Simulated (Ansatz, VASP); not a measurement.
# One calculation of SrO, two programs

The input INCAR:

```
ALGO = Normal
EDIFF = 1E-6
EDIFFG = -0.002
ENCUT = 520
IBRION = 2
ISIF = 2
ISMEAR = 0
LASPH = True
LCHARG = False
LREAL = False
LWAVE = False
NELM = 100
NSW = 50
PREC = Accurate
SIGMA = 0.01
```

Contents of KPOINTS:

```
k-points
0
Gamma
  8 8 8
```

The input POSCAR:

```
SrO
1.0
    0.0126609878      2.5385280646      2.5385280646
    2.5385280646      0.0126609878      2.5385280646
    2.5385280646      2.5385280646      0.0126609878
Sr O
1 1
Direct
    0.5000000000      0.5000000000      0.5000000000
    0.0000000000      0.0000000000      0.0000000000
```

Input for Ansatz:

```yaml
crystal:
  lattice:
    - [0.01266098785, 2.53852806462, 2.53852806462]
    - [2.53852806462, 0.01266098785, 2.53852806462]
    - [2.53852806462, 2.53852806462, 0.01266098785]
  atoms:
    - { symbol: Sr, position: [0.5, 0.5, 0.5] }
    - { symbol: O, position: [0.0, 0.0, 0.0] }
kpoints:
  mp_grid: { grid: [8, 8, 8] }
scf:
  occupations: { method: fixed }
  convergence: { dr2_threshold: 1.0e-10 }
hamiltonian:
  xc: lda
  pseudopotentials: { kind: all_electron, lapw: { basis_error: 0.0005 } }
output:
  forces: true
  stress: true
  eigenstates:
    kpoints:
      - [0.0, 0.0, 0.0]
      - [0.0, -0.5, -0.5]
      - [-0.5, 0.0, -0.5]
      - [-0.5, -0.5, 0.0]
      - [-0.5, 0.0, 0.0]
      - [0.0, -0.5, 0.0]
      - [0.0, 0.0, -0.5]
      - [-0.5, -0.5, -0.5]
relax:
  f_tol: 0.002
  max_steps: 30
```

Change from the starting cell: equal xy, yz and zx engineering shears of +0.5 %.

Alike in both runs: task relaxation of the atoms; functional LDA; k mesh 8 × 8 × 8; no spin polarisation.

|  | VASP | Ansatz |
| --- | --- | --- |
| version | VASP 6.6.1 | Ansatz 0.2.0 |
| potentials or method | VASP PAW LDA potentials, release 64 (Sr_sv, O), cutoff 520 eV | all-electron LAPW, scalar-relativistic |
| occupations | gaussian, width 0.01 eV | fixed |

Ansatz gave:

```
gap on the k mesh at the Fermi level, each at its own relaxed structure (eV) : 3.12
```

Question: What did VASP give for the same quantities?

Answer: gap on the k mesh at the Fermi level, each at its own relaxed structure (eV): 3.05.

LDA's correlation is that of Perdew and Zunger in VASP and of Perdew and Wang (1992) in Ansatz. Ansatz ran all-electron here, and VASP with PAW potentials.

Noted on VASP's run: the relaxation stopped at its first step, so nothing moved.
